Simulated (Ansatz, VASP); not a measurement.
**Two plane-wave programs on BeTe**

INCAR

```
ALGO = Normal
EDIFF = 1E-6
ENCUT = 600
GGA = PE
GGA_COMPAT = False
ISIF = 2
ISMEAR = -1
LASPH = True
LCHARG = False
LORBIT = 11
LORBMOM = True
LREAL = False
LSORBIT = True
LWAVE = False
MAGMOM = 0 0 0 0 0 0
NBANDS = 20
NELM = 200
PREC = Accurate
SIGMA = 0.02
```

File KPOINTS:

```
k-points
0
Gamma
  4 4 4
```

POSCAR

```
BeTe
1.0
    3.3650594837      0.0000000000      0.0000000000
    0.0000000000      3.3650594837      0.0000000000
    0.0000000000      0.0000000000      3.3650594837
Be Te
1 1
Direct
    0.0000000000      0.0000000000      0.0000000000
    0.5000000000      0.5000000000      0.5000000000
```

Input for Ansatz:

```yaml
crystal:
  lattice:
    - [3.3650594837, 0.0, 0.0]
    - [0.0, 3.3650594837, 0.0]
    - [0.0, 0.0, 3.3650594837]
  atoms:
    - { symbol: Be, position: [0.0, 0.0, 0.0] }
    - { symbol: Te, position: [0.5, 0.5, 0.5] }
kpoints:
  mp_grid: { grid: [4, 4, 4] }
hamiltonian:
  xc: pbe
scf:
  occupations: { method: fermi_dirac, width: 0.02 }
  n_extra_bands: 24
magnetization:
  noncollinear: true
  spin_orbit: true
output:
  optics: { e_range: [0, 12], de: 0.05, sigma: 0.1, bands: scf }
  write_density: true
  write_potential: true
  elf: true
  volumetric_format: npy
```

Alike in both runs: task single point; functional PBE; k mesh 4 × 4 × 4; occupations fermi-dirac, width 0.02 eV; non-collinear spin, spin-orbit coupling.

```csv
,VASP,Ansatz
version,VASP 6.6.1,Ansatz 0.2.0
potentials or method,"VASP PAW PBE potentials, release 64 (Be, Te)","plane waves, PAW"
plane-wave cutoff (eV),600,420
valence electrons in the cell,8,18
```

```tsv
	VASP	Ansatz	Ansatz less VASP
net moment per atom (μB)	0.00	0.00	0.000
```

The functional is the same, so the differences come from potentials, cutoffs and numerics. VASP's potentials hold 8 valence electrons a cell and Ansatz's 18, so a difference there can come from the potentials and not from the codes. Ansatz's warnings: optics on partly filled bands.

The k mesh is coarse, so the values compare programs but aren't converged.
